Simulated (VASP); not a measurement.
# Ca7VO8 (Fm-3m) in VASP: single point with PBEsol+U

Aim: the single point of Ca7VO8 with PBEsol+U.

Program: VASP 6.6.1. These are calculated values, not measurements. Logs are shortened: lines on timing, memory, paths and dates and some standing lists are left out, and cuts for length are marked.

**1. The cell of the first run**

It takes space group Fm-3m (No. 225, cubic). Conventional cell: a = 9.630 Å, b = 9.630 Å, c = 9.630 Å, α = 90.00°, β = 90.00°, γ = 90.00°. Within 3.1 Å of V (site symmetry m-3m) lie 6 O at 2.36 Å. Within 3.2 Å of Ca (site symmetry mmm) lie 6 O at 2.41 Å. Within 3.2 Å of Ca (site symmetry m-3m) lie 6 O at 2.46 Å. Within 3.2 Å of O (site symmetry -43m) lie 6 Ca at 2.41 Å. O (site symmetry 4mm) has 1 V at 2.36 Å and 5 Ca at 2.41 to 2.46 Å within 3.1 Å.

**2. Single point, PBEsol+U, collinear spin, ferromagnetic start**

Contents of INCAR:

```
PREC = Accurate
ENCUT = 520
EDIFF = 1E-6
ISMEAR = 0
SIGMA = 0.05
LREAL = Auto
LASPH = True
NELM = 150
ALGO = Fast
ISIF = 2
LWAVE = False
LCHARG = False
ISPIN = 2
MAGMOM = 3 0 0 0 0 0 0 0 0 0 0 0 0 0 0 0
LORBIT = 11
LMAXMIX = 4
LDAU = True
LDAUTYPE = 2
LDAUL = 2 -1 -1
LDAUU = 3 0 0
LDAUJ = 0 0 0
LDAUPRINT = 1
GGA = PS
NBANDS = 84
```

Contents of KPOINTS:

```
Automatic mesh
0
Gamma
  3 3 3
```

Contents of POSCAR:

```
Ca7VO8
1.0
    0.0000000000      4.8150000000      4.8150000000
    4.8150000000      0.0000000000      4.8150000000
    4.8150000000      4.8150000000      0.0000000000
V Ca O
1 7 8
Direct
    0.0000000000      0.0000000000      0.0000000000
    0.0000000000      0.0000000000      0.5000000000
    0.0000000000      0.5000000000      0.0000000000
    0.0000000000      0.5000000000      0.5000000000
    0.5000000000      0.0000000000      0.0000000000
    0.5000000000      0.0000000000      0.5000000000
    0.5000000000      0.5000000000      0.0000000000
    0.5000000000      0.5000000000      0.5000000000
    0.2500000000      0.2500000000      0.2500000000
    0.2450441814      0.2450441814      0.7549558186
    0.2450441814      0.7549558186      0.2450441814
    0.2450441814      0.7549558186      0.7549558186
    0.7549558186      0.2450441814      0.2450441814
    0.7549558186      0.2450441814      0.7549558186
    0.7549558186      0.7549558186      0.2450441814
    0.7500000000      0.7500000000      0.7500000000
```

Potentials or basis: VASP PAW PBE potentials, release 64 (V_sv, Ca_sv, O).

Run with:

```sh
$ cat potpaw_PBE.64/V_sv/POTCAR potpaw_PBE.64/Ca_sv/POTCAR potpaw_PBE.64/O/POTCAR > POTCAR
$ mpirun -np 1 vasp_std > vasp.out
```

OUTCAR:

```text
PREC = Accurate
   ENCUT = 520
   EDIFF = 1E-6
   ISMEAR = 0
   LREAL = Auto
   LASPH = True
   NELM = 150
   ISIF = 2
   ISPIN = 2
   LORBIT = 11
   GGA = PS

 ion  position               nearest neighbor table
   1  0.000  0.000  0.000-  10 2.36  11 2.36  12 2.36  13 2.36  14 2.36  15 2.36
   2  0.000  0.000  0.500-   9 2.41  16 2.41  12 2.41  13 2.41  14 2.41  11 2.41
   3  0.000  0.500  0.000-   9 2.41  16 2.41  12 2.41  13 2.41  15 2.41  10 2.41
   4  0.000  0.500  0.500-   9 2.41  16 2.41  11 2.41  14 2.41  15 2.41  10 2.41
   5  0.500  0.000  0.000-   9 2.41  16 2.41  11 2.41  14 2.41  15 2.41  10 2.41
   6  0.500  0.000  0.500-   9 2.41  16 2.41  12 2.41  13 2.41  15 2.41  10 2.41
[... 8 lines left out ...]
  15  0.755  0.755  0.245-   1 2.36   3 2.41   4 2.41   5 2.41   6 2.41   8 2.46
  16  0.750  0.750  0.750-   2 2.41   3 2.41   4 2.41   5 2.41   6 2.41   7 2.41

  LATTYP: Found a face centered cubic cell.
 ALAT       =     9.6300000000

  Lattice vectors:

 A1 = (   0.0000000000,   4.8150000000,   4.8150000000)
 A2 = (   4.8150000000,   0.0000000000,   4.8150000000)
 A3 = (   4.8150000000,   4.8150000000,   0.0000000000)

Analysis of symmetry for initial positions (statically):
=====================================================================
 Subroutine PRICEL returns:
 Original cell was already a primitive cell.

 Routine SETGRP: Setting up the symmetry group for a
 face centered cubic supercell.

 Subroutine GETGRP returns: Found 48 space group operations
 (whereof 48 operations were pure point group operations)
 out of a pool of 48 trial point group operations.

The static configuration has the point symmetry O_h .

Analysis of symmetry for dynamics (positions and initial velocities):
=====================================================================
 Subroutine PRICEL returns:
 Original cell was already a primitive cell.

 Routine SETGRP: Setting up the symmetry group for a
 face centered cubic supercell.

 Subroutine GETGRP returns: Found 48 space group operations
 (whereof 48 operations were pure point group operations)
 out of a pool of 48 trial point group operations.

The dynamic configuration has the point symmetry O_h .

Analysis of structural, dynamic, and magnetic symmetry:
=====================================================================
 Subroutine PRICEL returns:
 Original cell was already a primitive cell.

 Routine SETGRP: Setting up the symmetry group for a
 face centered cubic supercell.

[... 191 lines left out ...]
  ---------------------------------------------------
  ext. energy  EPLUGINS =         0.00000000
  ---------------------------------------------------
  free energy    TOTEN  =      -109.92945424 eV

  energy without entropy =     -109.92945424  energy(sigma->0) =     -109.92945424

 E-fermi :   4.0829     XC(G=0): -10.7408

 val. band max:        3.8372276732   @ k =  -0.3333   0.3333   0.0000
 cond. band min:       5.8540793022   @ k =   0.0000   0.0000   0.0000
 fundamental gap:      2.0168516290
 Fermi energy:         4.0829467393

 spin component 1

 k-point     1 :       0.0000    0.0000    0.0000
  band No.  band energies     occupation
      1     -59.9291      1.00000
      2     -35.6053      1.00000
      3     -35.0212      1.00000
      4     -34.9533      1.00000
      5     -34.9533      1.00000
      6     -34.9533      1.00000
[... 309 lines left out ...]
     76       8.6735      0.00000
     77       8.7593      0.00000
 Fermi energy:         4.0829467393

 spin component 2

 k-point     1 :       0.0000    0.0000    0.0000
  band No.  band energies     occupation
      1     -57.3622      1.00000
      2     -35.6038      1.00000
      3     -35.0181      1.00000
      4     -34.9502      1.00000
      5     -34.9502      1.00000
      6     -34.9502      1.00000
[... 309 lines left out ...]
     76       8.8967      0.00000
     77       9.0975      0.00000
 [bands above 77 left out]

------------------------ aborting loop because EDIFF is reached ----------------------------------------

  FORCE on cell =-STRESS in cart. coord.  units (eV):
  Direction    XX          YY          ZZ          XY          YZ          ZX
  --------------------------------------------------------------------------------------
  -------------------------------------------------------------------------------------
  Total       -9.3664535     -9.3664535     -9.3664535     -0.0000000     -0.0000000      0.0000000
  in kB      -67.2151072    -67.2151072    -67.2151072     -0.0000000     -0.0000000      0.0000000
  external PRESSURE =     -67.2151072 kB  Pullay stress =       0.0000000 kB

 VOLUME and BASIS-vectors are now :
 -----------------------------------------------------------------------------
  energy-cutoff  :      520.00
  volume of cell :      223.26
      direct lattice vectors                 reciprocal lattice vectors
     0.000000000  4.815000000  4.815000000    -0.103842160  0.103842160  0.103842160
     4.815000000  0.000000000  4.815000000     0.103842160 -0.103842160  0.103842160
     4.815000000  4.815000000  0.000000000     0.103842160  0.103842160 -0.103842160

 POSITION                                       TOTAL-FORCE (eV/Angst)
 -----------------------------------------------------------------------------------
      0.00000      0.00000      0.00000        -0.000000     -0.000000      0.000000
      2.40750      2.40750      0.00000         0.000000      0.000000      0.000000
      2.40750      0.00000      2.40750         0.000000      0.000000      0.000000
      4.81500      2.40750      2.40750        -0.000000     -0.000000      0.000000
      0.00000      2.40750      2.40750        -0.000000     -0.000000      0.000000
      2.40750      4.81500      2.40750        -0.000000      0.000000     -0.000000
[... 8 lines left out ...]
      4.81500      4.81500      7.27022         0.000000      0.000000      0.014617
      7.22250      7.22250      7.22250        -0.000000     -0.000000      0.000000
 -----------------------------------------------------------------------------------
    total drift:                                0.000000      0.000000      0.000000

  FREE ENERGIE OF THE ION-ELECTRON SYSTEM (eV)
  ---------------------------------------------------
  free  energy   TOTEN  =      -109.9294542439 eV

  energy  without entropy=     -109.9294542439  energy(sigma->0) =     -109.92945424

 total charge

# of ion       s       p       d       tot
------------------------------------------
    1        2.140   6.087   2.977  11.203
    2        2.040   5.876   0.299   8.215
    3        2.040   5.876   0.299   8.215
    4        2.040   5.876   0.299   8.215
    5        2.040   5.876   0.299   8.215
    6        2.040   5.876   0.299   8.215
[... 8 lines left out ...]
   15        1.543   3.414   0.000   4.957
   16        1.545   3.428   0.000   4.973
--------------------------------------------------
tot         28.768  74.549   5.050 108.366

 magnetization (x)

# of ion       s       p       d       tot
------------------------------------------
    1        0.020   0.015   2.602   2.637
    2        0.000  -0.000   0.004   0.004
    3        0.000  -0.000   0.004   0.004
    4        0.000  -0.000   0.004   0.004
    5        0.000  -0.000   0.004   0.004
    6        0.000  -0.000   0.004   0.004
[... 8 lines left out ...]
   15       -0.001  -0.004   0.000  -0.004
   16       -0.000   0.000   0.000   0.000
--------------------------------------------------
tot          0.016  -0.010   2.632   2.639
```

OSZICAR:

```text
N       E                     dE             d eps       ncg     rms          rms(c)
DAV:   1     0.158124224980E+04    0.15812E+04   -0.66228E+04  1344   0.161E+03
DAV:   2     0.436602821379E+02   -0.15376E+04   -0.14879E+04  1460   0.500E+02
DAV:   3    -0.119495731605E+03   -0.16316E+03   -0.16142E+03  1816   0.149E+02
[... 15 lines left out ...]
RMM:  19    -0.109929433522E+03   -0.21054E-04   -0.21288E-04  2248   0.276E-02    0.472E-03
RMM:  20    -0.109929444082E+03   -0.10560E-04   -0.96439E-05  2184   0.197E-02    0.158E-03
RMM:  21    -0.109929449519E+03   -0.54366E-05   -0.50516E-05  2062   0.139E-02    0.161E-03
RMM:  22    -0.109929452324E+03   -0.28046E-05   -0.22953E-05  1852   0.101E-02    0.484E-04
RMM:  23    -0.109929453437E+03   -0.11138E-05   -0.11943E-05  1681   0.747E-03    0.814E-04
RMM:  24    -0.109929454244E+03   -0.80650E-06   -0.62365E-06  1526   0.578E-03
   1 F= -.10992945E+03 E0= -.10992945E+03  d E =-.208174E-12  mag=     3.0000
```

stdout:

```text
POSCAR found type information on POSCAR V CaO
 POSCAR found :  3 types and      16 ions
 scaLAPACK will be used
 -----------------------------------------------------------------------------
|                                                                             |
|                                                                             |
[... 21 lines left out ...]
WARNING in EDDRMM: call to ZHEGV failed, returncode =   8  4     33
WARNING in EDDRMM: call to ZHEGV failed, returncode =   6  3     24
WARNING in EDDRMM: call to ZHEGV failed, returncode =   8  4     28
WARNING in EDDRMM: call to ZHEGV failed, returncode =   6  3     18
WARNING in EDDRMM: call to ZHEGV failed, returncode =   8  4     21
WARNING in EDDRMM: call to ZHEGV failed, returncode =   8  4     33
WARNING in EDDRMM: call to ZHEGV failed, returncode =   8  4     16
WARNING in EDDRMM: call to ZHEGV failed, returncode =   6  3     61
```

It took 14 min on 1 thread of Intel Xeon Platinum 8488C (Sapphire Rapids), shared host; peak memory 0.55 GiB.

Results:

```yaml
Free_energy: -109.9295 eV
Pressure: -6.7 GPa
Largest_force: 0.015 eV/Å
Band_gap_on_the_k_mesh: 2.02 eV (least direct gap 2.37 eV)
Net_moment: 3.00 μB per cell
Site_moments: V +2.64; Ca +0.00; O +0.00, -0.00 (each value once) μB
Valence_electrons_inside_the_program's_atomic_spheres: V 11.20; Ca 8.21, 8.18 (each value once); O 4.97, 4.96 (each value once)
```

Forces in eV/Å, atoms in the order of the input:
```
V    0.000  0.000  0.000
Ca   0.000  0.000  0.000
Ca   0.000  0.000  0.000
Ca   0.000  0.000  0.000
Ca   0.000  0.000  0.000
Ca   0.000  0.000  0.000
Ca   0.000  0.000  0.000
Ca   0.000  0.000  0.000
O    0.000  0.000  0.000
O    0.000  0.000 -0.015
O    0.000 -0.015  0.000
O    0.015  0.000  0.000
O   -0.015  0.000  0.000
O    0.000  0.015  0.000
O    0.000  0.000  0.015
O    0.000  0.000  0.000
```

Eigenvalues of the final occupation matrices:
| site | spin | trace | eigenvalues |
| --- | --- | --- | --- |
| site 1 d | 1 | 2.80 | 0.10 0.10 0.87 0.87 0.87 |
| site 1 d | 2 | 0.19 | 0.02 0.02 0.02 0.07 0.07 |

Caveat: the cell stands under tension; the PAW data sets were made with another functional, which shifts forces and pressure a little; an odd mesh through Γ misses points on the zone boundary, where band edges can lie.
